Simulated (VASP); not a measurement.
# ReS in VASP: single point with PBE

Aim: the single point of ReS with PBE.

Program: VASP 6.6.1. These are calculated values, not measurements. Logs are shortened: lines on timing, memory, paths and dates and some standing lists are left out, and cuts for length are marked.

## Step 1: The cell of the first run

The typed cell holds 4 atoms: a = 4.208 Å, b = 4.208 Å, c = 5.951 Å, α = 45.00°, β = 45.00°, γ = 60.00°.

## Step 2: Single point, PBE, collinear spin

INCAR

```
SYSTEM = ReS
PREC = Accurate
ENCUT = 520
EDIFF = 1E-6
ISMEAR = 0
SIGMA = 0.1
LREAL = .False.
LASPH = .True.
NELM = 150
ALGO = Normal
ISIF = 2
LWAVE = .False.
LCHARG = .False.
ISPIN = 2
MAGMOM = 2 -2 0 0
LORBIT = 11
LMAXMIX = 4
GGA = PE
NBANDS = 25
```

KPOINTS

```
regular mesh
0
Gamma
  14 14 7
  0 0 0
```

POSCAR

```
ReS
1.0
    0.0000000000      2.9757442416      2.9757442416
    2.9757442416      0.0000000000      2.9757442416
    3.9675061741      3.9675061741      1.9839823091
Re S
2 2
Direct
    1.0000000000      0.0000000000      0.0000000000
    1.0000000000      0.0000000000      0.5000000000
    0.5000000000      0.5000000000      0.2500000000
    0.5000000000      0.5000000000      0.7500000000
```

Potentials or basis: VASP PAW PBE potentials, release 64 (Re, S).

Run with:

```bash
cat potpaw_PBE.64/Re/POTCAR potpaw_PBE.64/S/POTCAR > POTCAR
mpirun -np 1 vasp_std > vasp.out
```

OUTCAR:

```text
SYSTEM = ReS
   PREC = Accurate
   ENCUT = 520
   EDIFF = 1E-6
   ISMEAR = 0
   LREAL = .False.
   LASPH = .True.
   NELM = 150
   ISIF = 2
   ISPIN = 2
   LORBIT = 11
   GGA = PE

 ion  position               nearest neighbor table
   1  0.000  0.000  0.000-   3 2.58   4 2.58   3 2.58   4 2.58   3 2.58   4 2.58   4 2.58   3 2.58
                             2 2.98   2 2.98   2 2.98   2 2.98   2 2.98   2 2.98
   2  0.000  0.000  0.500-   4 2.58   3 2.58   3 2.58   4 2.58   3 2.58   4 2.58   3 2.58   4 2.58
                             1 2.98   1 2.98   1 2.98   1 2.98   1 2.98   1 2.98
   3  0.500  0.500  0.250-   2 2.58   1 2.58   1 2.58   2 2.58   1 2.58   2 2.58   1 2.58   2 2.58

   4  0.500  0.500  0.750-   1 2.58   2 2.58   1 2.58   2 2.58   1 2.58   2 2.58   2 2.58   1 2.58

  LATTYP: Found a trigonal (rhomboedric) cell.
 ALAT       =     4.2081217548
 COS(alpha) =     0.4999486433

  Lattice vectors:

 A1 = (   3.9675061741,   0.9917619325,  -0.9917619325)
 A2 = (   0.9917619325,   0.9917619325,  -3.9675061741)
 A3 = (   0.9917619325,   3.9675061741,  -0.9917619325)

Analysis of symmetry for initial positions (statically):
=====================================================================
 Subroutine PRICEL returns following result:

  LATTYP: Found a trigonal (rhomboedric) cell.
 ALAT       =     2.9756678362
 COS(alpha) =    -0.0000513541
[... 12 lines left out ...]
 Subroutine GETGRP returns: Found 12 space group operations
 (whereof 12 operations were pure point group operations)
 out of a pool of 12 trial point group operations.

The static configuration has the point symmetry D_3d.

Analysis of symmetry for dynamics (positions and initial velocities):
=====================================================================
 Subroutine PRICEL returns following result:

  LATTYP: Found a trigonal (rhomboedric) cell.
 ALAT       =     2.9756678362
 COS(alpha) =    -0.0000513541
[... 12 lines left out ...]
 Subroutine GETGRP returns: Found 12 space group operations
 (whereof 12 operations were pure point group operations)
 out of a pool of 12 trial point group operations.

The dynamic configuration has the point symmetry D_3d.

Analysis of structural, dynamic, and magnetic symmetry:
=====================================================================
 Subroutine PRICEL returns following result:

  LATTYP: Found a trigonal (rhomboedric) cell.
 ALAT       =     2.9756678362
 COS(alpha) =    -0.0000513541
[... 12 lines left out ...]
 Subroutine GETGRP returns: Found 12 space group operations
 (whereof 12 operations were pure point group operations)
 out of a pool of 12 trial point group operations.

The overall configuration has the point symmetry D_3d.

 Subroutine INISYM returns: Found 12 space group operations
 (whereof 12 operations are pure point group operations),
 and found     2 'primitive' translations

----------------------------------------------------------------------------------------

                                     Primitive cell

  volume of cell :      26.3483

  direct lattice vectors                    reciprocal lattice vectors
     1.983753087 -0.991991155 -1.983753087     0.224042220 -0.112008166 -0.224042220
    -0.991991155  1.983753087 -1.983753087    -0.112008166  0.224042220 -0.224042220
     1.983753087  1.983753087  0.991991155     0.224042220  0.224042220  0.112008166

  length of vectors
     2.975667836  2.975667836  2.975667836     0.336059015  0.336059015  0.336059015

  position of ions in fractional coordinates (direct lattice)
     0.000000000  0.000000000  0.000000000
     0.500000000  0.500000000  0.500000000

  ion indices of the primitive-cell ions
   primitive index   ion index
                 1           1
                 2           3

----------------------------------------------------------------------------------------

 KPOINTS: regular mesh

Automatic generation of k-mesh.
 Grid dimensions read from file:
 generate k-points for:   14   14    7

 Generating k-lattice:

  Cartesian coordinates                     Fractional coordinates (reciprocal lattice)
    -0.016003016  0.008000583  0.016003016     0.071428571  0.000000000  0.000000000
     0.008000583 -0.016003016  0.016003016     0.000000000  0.071428571  0.000000000
     0.024005448  0.024005448 -0.024005448     0.000000000  0.000000000  0.142857143

  Length of vectors
     0.024004215  0.024004215  0.041578656

  Shift w.r.t. Gamma in fractional coordinates (k-lattice)
     0.000000000  0.000000000  0.000000000

 Subroutine IBZKPT returns following result:
 ===========================================

 Found    144 irreducible k-points:

 Following reciprocal coordinates:
            Coordinates               Weight
  0.000000  0.000000  0.000000      1.000000
  0.071429  0.000000 -0.000000      6.000000
  0.142857  0.000000 -0.000000      6.000000
  0.214286  0.000000  0.000000      6.000000
  0.285714  0.000000 -0.000000      6.000000
  0.357143  0.000000 -0.000000      6.000000
[... 16 lines left out ...]
  0.214286  0.142857 -0.000000     12.000000
  0.285714  0.142857 -0.000000     12.000000
 [... further k-points ...]
   k-points           NKPTS =    144   k-points in BZ     NKDIM =    144   number of bands    NBANDS=     25
   number of dos      NEDOS =    301   number of ions     NIONS =      4
   total plane-waves  NPLWV =  49152
   dimension x,y,z NGX =    32 NGY =   32 NGZ =   48
   dimension x,y,z NGXF=    64 NGYF=   64 NGZF=   96
   ions per type =               2   2
   NGX,Y,Z   is equivalent  to a cutoff of  12.64, 12.64, 13.41 a.u.
   NGXF,Y,Z  is equivalent  to a cutoff of  25.28, 25.28, 26.82 a.u.
 SYSTEM =  ReS
   PREC   = accura    normal or accurate (medium, high low for compatibility)
   ISTART =      0    job   : 0-new  1-cont  2-samecut
   ICHARG =      2    charge: 1-file 2-atom 10-const
   ISPIN  =      2    spin polarized calculation?
   LNONCOLLINEAR =      F non collinear calculations
   LSORBIT =      F    spin-orbit coupling
   LASPH  =      T    aspherical Exc in radial PAW
   ENCUT  =  520.0 eV  38.22 Ry    6.18 a.u.   7.82  7.82 11.07*2*pi/ulx,y,z
   NELM   =    150;   NELMIN=  2; NELMDL= -5     # of ELM steps
   EDIFF  = 0.1E-05   stopping-criterion for ELM
   LREAL  =      F    real-space projection
   EDIFFG = 0.1E-04   stopping-criterion for IOM
   NSW    =      0    number of steps for IOM
   IBRION =     -1    ionic relax: 0-MD 1-quasi-New 2-CG
   NFREE  =      0    steps in history (QN), initial steepest desc. (CG)
   ISIF   =      2    stress and relaxation
   ISYM   =      2    0-nonsym 1-usesym 2-fastsym
   POTIM  = 0.5000    time-step for ionic-motion
   TEBEG  =    0.0;   TEEND  =   0.0 temperature during run
   PSTRESS=    0.0 pullay stress
   NELECT =      26.0000    total number of electrons
   NUPDOWN=      -1.0000    fix difference up-down
   EMIN   =  10.00;   EMAX   =-10.00  energy-range for DOS
   EFERMI =   0.00;   METHOD = LEGACY
   ISMEAR =     0;   SIGMA  =   0.10  broadening in eV -4-tet -1-fermi 0-gaus
   EFERMI_NEDOS =   21; number of points for ismear=-14 and -15
   IALGO  =     38    algorithm
   IMIX   =      4    mixing-type and parameters
     AMIX     =   0.40;   BMIX     =  1.00
     AMIX_MAG =   1.60;   BMIX_MAG =  1.00
  volume/ion in A,a.u.               =      13.17        88.90
  Fermi-wavevector in a.u.,A,eV,Ry     =   1.293614  2.444577 22.768508  1.673438
  Thomas-Fermi vector in A             =   2.425249
   LORBIT       =     11    0 simple, 1 ext, 2 COOP (PROOUT), +10 PAW based schemes
   GGA     = PE    functional components
   LHFCALC =     F    Hartree Fock is set to
   AEXX    =    0.0000 exact exchange contribution
   IVDW    =     0    specifies the selected vdW correction
   LEPSILON=     F    determine dielectric tensor
   LRPA    =     F    only Hartree local field effects (RPA)
 spin polarized calculation
 Gauss-broadening in eV      SIGMA  =   0.10
  energy-cutoff  :      520.00
  volume of cell :       52.70
 maximum number of plane-waves:      1430
   NGX = 15   NGY = 15   NGZ = 21

 number of electron      26.0000000 magnetization      -0.0000000

 number of electron      26.0000000 magnetization       0.0000000

 Free energy of the ion-electron system (eV)
  ---------------------------------------------------
  ext. energy  EPLUGINS =         0.00000000
  ---------------------------------------------------
  free energy    TOTEN  =       -31.25320826 eV

  energy without entropy =      -31.24019546  energy(sigma->0) =      -31.24670186

 E-fermi :  10.8939     XC(G=0): -13.2409

 val. band max:       10.8541392974   @ k =   0.2143   0.0000   0.1429
 cond. band min:      10.8942265810   @ k =   0.5000   0.3571   0.1429
 fundamental gap:      0.0400872837
 Fermi energy:        10.8938613174

 spin component 1

 k-point     1 :       0.0000    0.0000    0.0000
  band No.  band energies     occupation
      1      -7.0954      1.00000
      2      -2.1243      1.00000
      3       1.6475      1.00000
      4       1.6475      1.00000
      5       1.6476      1.00000
      6       5.6051      1.00000
[... 661 lines left out ...]
     24      20.2351      0.00000
     25      21.4241      0.00000

 [... further k-points ...]

 spin component 2

 k-point     1 :       0.0000    0.0000    0.0000
  band No.  band energies     occupation
      1      -7.0954      1.00000
      2      -2.1243      1.00000
      3       1.6475      1.00000
      4       1.6475      1.00000
      5       1.6476      1.00000
      6       5.6051      1.00000
[... 661 lines left out ...]
     24      20.2351      0.00000
     25      21.4173      0.00000

 [... further k-points ...]

------------------------ aborting loop because EDIFF is reached ----------------------------------------

  FORCE on cell =-STRESS in cart. coord.  units (eV):
  Direction    XX          YY          ZZ          XY          YZ          ZX
  --------------------------------------------------------------------------------------
  -------------------------------------------------------------------------------------
  Total        0.2873381      0.2873381      0.2873381      0.0021655     -0.0021655     -0.0021655
  in kB        8.7361575      8.7361575      8.7361575      0.0658404     -0.0658404     -0.0658404
  external PRESSURE =       8.7361575 kB  Pullay stress =       0.0000000 kB

 VOLUME and BASIS-vectors are now :
 -----------------------------------------------------------------------------
  energy-cutoff  :      520.00
  volume of cell :       52.70
      direct lattice vectors                 reciprocal lattice vectors
     0.000000000  2.975744242  2.975744242    -0.224042220  0.112008166  0.224042220
     2.975744242  0.000000000  2.975744242     0.112008166 -0.224042220  0.224042220
     3.967506174  3.967506174  1.983982309     0.168038137  0.168038137 -0.168038137

 POSITION                                       TOTAL-FORCE (eV/Angst)
 -----------------------------------------------------------------------------------
      0.00000      0.00000      0.00000         0.000000      0.000000      0.000000
      1.98375      1.98375      0.99199        -0.000000     -0.000000     -0.000000
      2.47975      2.47975      3.47174         0.000000      0.000000      0.000000
      4.46350      4.46350      4.46373        -0.000000     -0.000000     -0.000000
 -----------------------------------------------------------------------------------
    total drift:                                0.000000      0.000000      0.000000

  FREE ENERGIE OF THE ION-ELECTRON SYSTEM (eV)
  ---------------------------------------------------
  free  energy   TOTEN  =       -31.2532082556 eV

  energy  without entropy=      -31.2401954622  energy(sigma->0) =      -31.24670186

 total charge

# of ion       s       p       d       tot
------------------------------------------
    1        0.461   0.525   4.953   5.939
    2        0.461   0.525   4.953   5.939
    3        1.349   2.223   0.000   3.572
    4        1.349   2.223   0.000   3.572
--------------------------------------------------
tot          3.621   5.495   9.907  19.023

 magnetization (x)

# of ion       s       p       d       tot
------------------------------------------
    1       -0.000  -0.000   0.000   0.000
    2        0.000   0.000  -0.000  -0.000
    3        0.000   0.000   0.000   0.000
    4        0.000   0.000   0.000   0.000
--------------------------------------------------
tot          0.000   0.000   0.000   0.000
```

Wall time 6.9 min (1 thread of Intel Xeon Platinum 8259CL at 2.50GHz (Skylake/Cascade Lake), shared host); peak memory 0.44 GiB.

What came out:

| Item | Value |
| --- | --- |
| Free energy | -31.2532 eV |
| Pressure | 0.9 GPa |
| Band gap on the k mesh | zero (filled and empty bands overlap) |
| Net moment | 0.00 μB per cell |
| Valence electrons inside the program's atomic spheres | Re 5.94; S 3.57 |

Caveat: spin-orbit coupling is left out, which moves the levels of the heavy elements.
